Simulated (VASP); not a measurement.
Input of a VASP 6.6.1 run:

File INCAR:

```
  ALGO = Normal
  EDIFF = 1E-6
  ENCUT = 500
  GGA = PS
  GGA_COMPAT = False
  ISIF = 2
  ISMEAR = 0
  LASPH = True
  LCHARG = False
  LREAL = False
  LWAVE = False
  NBANDS = 16
  NELM = 120
  PREC = Accurate
  SIGMA = 0.1
```

The input KPOINTS:

```
k-points
0
Gamma
  10 10 10
```

Contents of POSCAR:

```
InSb
1.0
    0.0000000000      3.2339052246      3.2756330339
    3.2339052246      0.0000000000      3.2756330339
    3.2339052246      3.2339052246      0.0000000000
In Sb
1 1
Direct
    0.0000000000      0.0000000000      0.0000000000
    0.2500000000      0.2500000000      0.2500000000
```

Potentials or basis: VASP PAW PBE potentials, release 64 (In_d, Sb).

Command:

```sh
$ cat potpaw_PBE.64/In_d/POTCAR potpaw_PBE.64/Sb/POTCAR > POTCAR
$ mpirun -np 1 vasp_std > vasp.out
```

What does it give for the pressure?

0.5 GPa.

Estimate the band gap on the k mesh.

zero (filled and empty bands touch).

Stress tensor (GPa, compression positive):
```
0.62 0.00 0.00
0.00 0.62 0.00
0.00 0.00 0.26
```

Caveat: the cell differs from its parent crystal (strained cell); semilocal functionals underestimate gaps, so a narrow gap can read as zero; the PAW data sets were made with another functional, which shifts forces and pressure a little; spin-orbit coupling is left out, which moves the levels of the heavy elements.
